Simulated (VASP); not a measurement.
# TaSi2 (P6_222) in VASP: notebook

Aim: see how the results for TaSi2 move with the level of theory and the settings. Levels: PBE+D3(BJ), r2SCAN, PBEsol. Tasks: single point.

Everything below comes from runs of VASP 6.6.1. Logs are shortened: lines on timing, memory, paths and dates and some standing lists are left out, and cuts for length are marked.

**1. The cell of the first run**

Symmetry: P6_222, No. 180, hexagonal system. Conventional cell: a = 4.743 Å, b = 4.743 Å, c = 6.550 Å, α = 90.00°, β = 90.00°, γ = 120.00°. Ta (site symmetry 222) has 10 Si at 2.59 to 2.80 Å and 4 Ta at 3.22 Å within 3.4 Å. Si (site symmetry 2) has 9 Si at 2.55 to 3.30 Å and 5 Ta at 2.59 to 2.80 Å within 3.4 Å.

**2. Single point, PBE+D3(BJ)**

The input, INCAR:

```
SYSTEM = TaSi2
ALGO = Normal ; EDIFF = 1E-6
ENCUT = 520 ; GGA = PE
ISIF = 2 ; ISMEAR = -1
IVDW = 12 ; LASPH = .TRUE.
LCHARG = .FALSE. ; LREAL = .FALSE.
LWAVE = .FALSE. ; NBANDS = 38
NELM = 60 ; PREC = Accurate
SIGMA = 0.05
```

The input, KPOINTS:

```
k-points
0
G
  7 7 4
  0 0 0
```

The input, POSCAR:

```
TaSi2
1.0
    4.7427071153      0.0000000000      0.0000000000
   -2.3713535577      4.1073048446      0.0000000000
    0.0000000000      0.0000000000      6.5495260230
Ta Si
3 6
Direct
    0.0000000000      0.5000000000      0.1666666667
    0.5000000000      0.5000000000      0.8333333333
    0.5000000000      0.0000000000      0.5000000000
    0.3187685920      0.1593842960      0.1666666667
    0.1593842960      0.8406157040      0.8333333333
    0.8406157040      0.6812314080      0.5000000000
    0.6812314080      0.8406157040      0.1666666667
    0.8406157040      0.1593842960      0.8333333333
    0.1593842960      0.3187685920      0.5000000000
```

Potentials or basis: VASP PAW PBE potentials, release 64 (Ta_pv, Si).

Started as:

```
cat potpaw_PBE.64/Ta_pv/POTCAR potpaw_PBE.64/Si/POTCAR > POTCAR
mpirun -np 1 vasp_std > vasp.out
```

OUTCAR:

```text
SYSTEM = TaSi2
   EDIFF = 1E-6
   ENCUT = 520
   GGA = PE
   ISIF = 2
   ISMEAR = -1
   IVDW = 12
   LASPH = .TRUE.
   LREAL = .FALSE.
   NELM = 60
   PREC = Accurate
 IVDW          = 12

 ion  position               nearest neighbor table
   1  0.000  0.500  0.167-   6 2.59   9 2.59   8 2.59   5 2.59   4 2.71   7 2.71   4 2.71   7 2.71
                             7 2.80   4 2.80   3 3.22   3 3.22   2 3.22   2 3.22
   2  0.500  0.500  0.833-   6 2.59   9 2.59   7 2.59   4 2.59   5 2.71   8 2.71   5 2.71   8 2.71
                             8 2.80   5 2.80   3 3.22   3 3.22   1 3.22   1 3.22
   3  0.500  0.000  0.500-   5 2.59   8 2.59   7 2.59   4 2.59   9 2.71   6 2.71   9 2.71   6 2.71
                             9 2.80   6 2.80   1 3.22   1 3.22   2 3.22   2 3.22
   4  0.319  0.159  0.167-   9 2.55   5 2.55   3 2.59   2 2.59   7 2.62   1 2.71   1 2.71   1 2.80
                             7 2.80   7 2.80   6 3.15   8 3.15
   5  0.159  0.841  0.833-   6 2.55   4 2.55   3 2.59   1 2.59   8 2.62   2 2.71   2 2.71   2 2.80
                             8 2.80   8 2.80   9 3.15   7 3.15
   6  0.841  0.681  0.500-   5 2.55   7 2.55   2 2.59   1 2.59   9 2.62   3 2.71   3 2.71   3 2.80
                             9 2.80   9 2.80   4 3.15   8 3.15
   7  0.681  0.841  0.167-   6 2.55   8 2.55   3 2.59   2 2.59   4 2.62   1 2.71   1 2.71   1 2.80
                             4 2.80   4 2.80   9 3.15   5 3.15
   8  0.841  0.159  0.833-   9 2.55   7 2.55   3 2.59   1 2.59   5 2.62   2 2.71   2 2.71   2 2.80
                             5 2.80   5 2.80   6 3.15   4 3.15
   9  0.159  0.319  0.500-   8 2.55   4 2.55   2 2.59   1 2.59   6 2.62   3 2.71   3 2.71   3 2.80
                             6 2.80   6 2.80   7 3.15   5 3.15

  LATTYP: Found a hexagonal cell.
 ALAT       =     4.7427071153
 C/A-ratio  =     1.3809678447

  Lattice vectors:

 A1 = (   4.7427071153,   0.0000000000,   0.0000000000)
 A2 = (  -2.3713535577,   4.1073048446,   0.0000000000)
 A3 = (   0.0000000000,   0.0000000000,   6.5495260230)

Analysis of symmetry for initial positions (statically):
=====================================================================
 Subroutine PRICEL returns:
 Original cell was already a primitive cell.

 Routine SETGRP: Setting up the symmetry group for a
 hexagonal supercell.

 Subroutine GETGRP returns: Found 12 space group operations
 (whereof  4 operations were pure point group operations)
 out of a pool of 24 trial point group operations.

The static configuration has the point symmetry D_2 .
 The point group associated with its full space group is D_6 .

Analysis of symmetry for dynamics (positions and initial velocities):
=====================================================================
 Subroutine PRICEL returns:
 Original cell was already a primitive cell.

 Routine SETGRP: Setting up the symmetry group for a
 hexagonal supercell.

 Subroutine GETGRP returns: Found 12 space group operations
 (whereof  4 operations were pure point group operations)
 out of a pool of 24 trial point group operations.

The dynamic configuration has the point symmetry D_2 .
 The point group associated with its full space group is D_6 .

 Subroutine INISYM returns: Found 12 space group operations
 (whereof  4 operations are pure point group operations),
 and found     1 'primitive' translations

----------------------------------------------------------------------------------------

                                     Primitive cell

  volume of cell :     127.5831

  direct lattice vectors                    reciprocal lattice vectors
     4.742707115  0.000000000  0.000000000     0.210850043  0.121734329  0.000000000
    -2.371353558  4.107304845  0.000000000     0.000000000  0.243468658  0.000000000
     0.000000000  0.000000000  6.549526023     0.000000000  0.000000000  0.152682804

  length of vectors
     4.742707115  4.742707115  6.549526023     0.243468658  0.243468658  0.152682804

  position of ions in fractional coordinates (direct lattice)
     1.000000000  0.500000000  0.166666667
     0.500000000  0.500000000  0.833333333
     0.500000000  0.000000000  0.500000000
     0.318768592  0.159384296  0.166666667
     0.159384296  0.840615704  0.833333333
     0.840615704  0.681231408  0.500000000
     0.681231408  0.840615704  0.166666667
     0.840615704  0.159384296  0.833333333
     0.159384296  0.318768592  0.500000000

  ion indices of the primitive-cell ions
   primitive index   ion index
                 1           1
                 2           2
                 3           3
                 4           4
                 5           5
                 6           6
                 7           7
                 8           8
                 9           9

----------------------------------------------------------------------------------------

 KPOINTS: k-points

Automatic generation of k-mesh.
 Grid dimensions read from file:
 generate k-points for:    7    7    4

 Generating k-lattice:

  Cartesian coordinates                     Fractional coordinates (reciprocal lattice)
     0.030121435  0.017390618  0.000000000     0.142857143 -0.000000000  0.000000000
     0.000000000  0.034781237  0.000000000     0.000000000  0.142857143  0.000000000
     0.000000000  0.000000000  0.038170701     0.000000000  0.000000000  0.250000000

  Length of vectors
     0.034781237  0.034781237  0.038170701

  Shift w.r.t. Gamma in fractional coordinates (k-lattice)
     0.000000000  0.000000000  0.000000000

 Subroutine IBZKPT returns following result:
 ===========================================

 Found     24 irreducible k-points:

 Following reciprocal coordinates:
            Coordinates               Weight
  0.000000  0.000000  0.000000      1.000000
  0.142857  0.000000  0.000000      6.000000
  0.285714  0.000000  0.000000      6.000000
  0.428571  0.000000  0.000000      6.000000
  0.142857  0.142857  0.000000      6.000000
  0.285714  0.142857  0.000000     12.000000
[... 16 lines left out ...]
  0.428571  0.142857  0.500000      6.000000
  0.285714  0.285714  0.500000      6.000000
   k-points           NKPTS =     24   k-points in BZ     NKDIM =     24   number of bands    NBANDS=     38
   number of dos      NEDOS =    301   number of ions     NIONS =      9
   total plane-waves  NPLWV =  64800
   dimension x,y,z NGX =    36 NGY =   36 NGZ =   50
   dimension x,y,z NGXF=    72 NGYF=   72 NGZF=  100
   ions per type =               3   6
   NGX,Y,Z   is equivalent  to a cutoff of  12.62, 12.62, 12.69 a.u.
   NGXF,Y,Z  is equivalent  to a cutoff of  25.24, 25.24, 25.38 a.u.
 SYSTEM =  TaSi2
   PREC   = accura    normal or accurate (medium, high low for compatibility)
   ISTART =      0    job   : 0-new  1-cont  2-samecut
   ICHARG =      2    charge: 1-file 2-atom 10-const
   ISPIN  =      1    spin polarized calculation?
   LNONCOLLINEAR =      F non collinear calculations
   LSORBIT =      F    spin-orbit coupling
   LASPH  =      T    aspherical Exc in radial PAW
   ENCUT  =  520.0 eV  38.22 Ry    6.18 a.u.   8.82  8.82 12.18*2*pi/ulx,y,z
   NELM   =     60;   NELMIN=  2; NELMDL= -5     # of ELM steps
   EDIFF  = 0.1E-05   stopping-criterion for ELM
   LREAL  =      F    real-space projection
   EDIFFG = 0.1E-04   stopping-criterion for IOM
   NSW    =      0    number of steps for IOM
   IBRION =     -1    ionic relax: 0-MD 1-quasi-New 2-CG
   NFREE  =      0    steps in history (QN), initial steepest desc. (CG)
   ISIF   =      2    stress and relaxation
   ISYM   =      2    0-nonsym 1-usesym 2-fastsym
   POTIM  = 0.5000    time-step for ionic-motion
   TEBEG  =    0.0;   TEEND  =   0.0 temperature during run
   PSTRESS=    0.0 pullay stress
   NELECT =      57.0000    total number of electrons
   NUPDOWN=      -1.0000    fix difference up-down
   EMIN   =  10.00;   EMAX   =-10.00  energy-range for DOS
   EFERMI =   0.00;   METHOD = LEGACY
   ISMEAR =    -1;   SIGMA  =   0.05  broadening in eV -4-tet -1-fermi 0-gaus
   EFERMI_NEDOS =   21; number of points for ismear=-14 and -15
   IALGO  =     38    algorithm
   IMIX   =      4    mixing-type and parameters
     AMIX     =   0.40;   BMIX     =  1.00
     AMIX_MAG =   1.60;   BMIX_MAG =  1.00
  volume/ion in A,a.u.               =      14.18        95.66
  Fermi-wavevector in a.u.,A,eV,Ry     =   1.251513  2.365017 21.310603  1.566285
  Thomas-Fermi vector in A             =   2.385457
   LORBIT       =      0    0 simple, 1 ext, 2 COOP (PROOUT), +10 PAW based schemes
   GGA     = PE    functional components
   LHFCALC =     F    Hartree Fock is set to
   AEXX    =    0.0000 exact exchange contribution
   IVDW    =    12    specifies the selected vdW correction
   LEPSILON=     F    determine dielectric tensor
   LRPA    =     F    only Hartree local field effects (RPA)
 non-spin polarized calculation
  energy-cutoff  :      520.00
  volume of cell :      127.58
 maximum number of plane-waves:      3456
 NGX is ok and might be reduce to    36
   NGX = 17   NGY = 17   NGZ = 25

 number of electron      56.9999996 magnetization

 Free energy of the ion-electron system (eV)
  ---------------------------------------------------
  ext. energy  EPLUGINS =         0.00000000
  ---------------------------------------------------
  free energy    TOTEN  =       -72.19012443 eV

  energy without entropy =      -72.16420549  energy(sigma->0) =      -72.17716496

 E-fermi :   9.5971     XC(G=0): -12.1696

 val. band max:        9.5887007257   @ k =   0.4286   0.1429   0.0000
 cond. band min:       9.6194698283   @ k =   0.2857   0.2857   0.5000
 fundamental gap:      0.0307691027
 Fermi energy:         9.5971232314

 k-point     1 :       0.0000    0.0000    0.0000
  band No.  band energies     occupation
      1     -24.7204      2.00000
      2     -24.7204      2.00000
      3     -24.7185      2.00000
      4     -24.6458      2.00000
      5     -24.6458      2.00000
      6     -24.5451      2.00000
[... 30 lines left out ...]
     37      13.6084      0.00000
     38      13.7259      0.00000
[... 941 lines left out ...]
     37      13.1270      0.00000
     38      13.4362      0.00000

------------------------ aborting loop because EDIFF is reached ----------------------------------------

 Edisp (eV)   -5.06818

 E8    (eV) :    -2.3192

  FORCE on cell =-STRESS in cart. coord.  units (eV):
  Direction    XX          YY          ZZ          XY          YZ          ZX
  --------------------------------------------------------------------------------------
  -------------------------------------------------------------------------------------
  Total       0.09012     0.09012     0.10671    -0.00000     0.00000     0.00000
  in kB       1.13176     1.13176     1.34008    -0.00000     0.00000     0.00000
  external pressure =        1.20 kB  Pullay stress =        0.00 kB

 VOLUME and BASIS-vectors are now :
 -----------------------------------------------------------------------------
  energy-cutoff  :      520.00
  volume of cell :      127.58
      direct lattice vectors                 reciprocal lattice vectors
     4.742707115  0.000000000  0.000000000     0.210850043  0.121734329  0.000000000
    -2.371353558  4.107304845  0.000000000     0.000000000  0.243468658  0.000000000
     0.000000000  0.000000000  6.549526023     0.000000000  0.000000000  0.152682804

 POSITION                                       TOTAL-FORCE (eV/Angst)
 -----------------------------------------------------------------------------------
     -1.18568      2.05365      1.09159         0.000000      0.000000     -0.000000
      1.18568      2.05365      5.45794         0.000000      0.000000      0.000000
      2.37135      0.00000      3.27476         0.000000      0.000000     -0.000000
      1.13387      0.65464      1.09159        -0.004194     -0.002422     -0.000000
     -1.23748      3.45266      5.45794        -0.004194      0.002422     -0.000000
      2.37135      2.79803      3.27476        -0.000000      0.004843     -0.000000
      1.23748      3.45266      1.09159         0.004194      0.002422     -0.000000
      3.60884      0.65464      5.45794         0.004194     -0.002422     -0.000000
     -0.00000      1.30928      3.27476         0.000000     -0.004843     -0.000000
 -----------------------------------------------------------------------------------
    total drift:                               -0.000000     -0.000000     -0.000000

  FREE ENERGIE OF THE ION-ELECTRON SYSTEM (eV)
  ---------------------------------------------------
  free  energy   TOTEN  =       -77.2582997204 eV

  energy  without entropy=      -77.2323807767  energy(sigma->0) =      -77.24534025
```

It took 60 s on 1 thread of AMD EPYC 9R45 (Zen 5), shared host; peak memory 0.26 GiB.

Results:

| Property | Result |
| --- | --- |
| Free energy | -77.2583 eV |
| Pressure | 0.1 GPa |
| Largest force | 0.005 eV/Å |
| Dispersion energy per atom | -0.563 eV |

Forces on the atoms (eV/Å):
```
Ta   0.000  0.000  0.000
Ta   0.000  0.000  0.000
Ta   0.000  0.000  0.000
Si  -0.004 -0.002  0.000
Si  -0.004  0.002  0.000
Si   0.000  0.005  0.000
Si   0.004  0.002  0.000
Si   0.004 -0.002  0.000
Si   0.000 -0.005  0.000
```

Caveat: spin-orbit coupling is left out, which moves the levels of the heavy elements; pairwise dispersion overbinds metals, which lowers pressure and volume.

(Continued in part 2 of 2.)
